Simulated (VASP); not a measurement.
Here is a VASP 6.6.1 calculation.

Contents of INCAR:

```
SYSTEM = SmO2
PREC     = Accurate       ! precision mode
ENCUT    = 600            ! plane-wave cutoff, eV
EDIFF    = 1E-7           ! SCF threshold, eV
ISMEAR   = 0              ! smearing method
SIGMA    = 0.1            ! smearing width, eV
LREAL    = .False.        ! projectors in reciprocal space
LASPH    = .True.         ! aspherical terms in the spheres
NELM     = 200            ! most SCF steps
ALGO     = Normal         ! electronic algorithm
ISIF     = 3              ! what is computed and relaxed
LWAVE    = .False.        ! write WAVECAR
LCHARG   = .False.        ! write CHGCAR
GGA      = PE             ! functional
IBRION   = 2              ! ionic algorithm
NSW      = 100            ! ionic steps
EDIFFG   = -0.01          ! ionic threshold
GGA_COMPAT= .False.      
NELMIN   = 4            
LMAXMIX  = 6              ! l up to which the mixer works
```

The input KPOINTS:

```
regular mesh
0
Gamma
  12 12 16
  0 0 0
```

File POSCAR:

```
SmO2
1.0
    3.7318485101      0.0000000000      0.0000000000
   -1.8659242550      3.2318756128      0.0000000000
    0.0000000000      0.0000000000      3.0583497365
Sm O
1 2
Direct
    0.0000000000      0.0000000000      0.0000000000
    0.6666666667      0.3333333333      0.5000000000
    0.3333333333      0.6666666667      0.5000000000
```

Potentials or basis: VASP PAW PBE potentials, release 64 (Sm_3, O), 4f in core.

Run with:

```bash
$ cat potpaw_PBE.64/Sm_3/POTCAR potpaw_PBE.64/O/POTCAR > POTCAR
$ mpirun -np 1 vasp_std > vasp.out
```

Q: Estimate the band gap on the k mesh.

A: Zero (an odd number of electrons rules out a gap without spin polarisation).

Stress tensor (GPa, compression positive):
```
-0.03  0.00  0.00
 0.00 -0.03  0.00
 0.00  0.00  0.05
```

Caveat: the relaxation stopped at its first step, so nothing moved; spin-orbit coupling is left out, which moves the levels of the heavy elements; the 4f electrons are frozen in the core, so they carry no moment and show no levels; an odd number of electrons without spin polarisation forces a metal; a magnetic or distorted state may lie lower; the run has no spin polarisation, though such a crystal can be magnetic. Spin polarisation is off, so any magnetic state and its effect on volume and gap are missing.
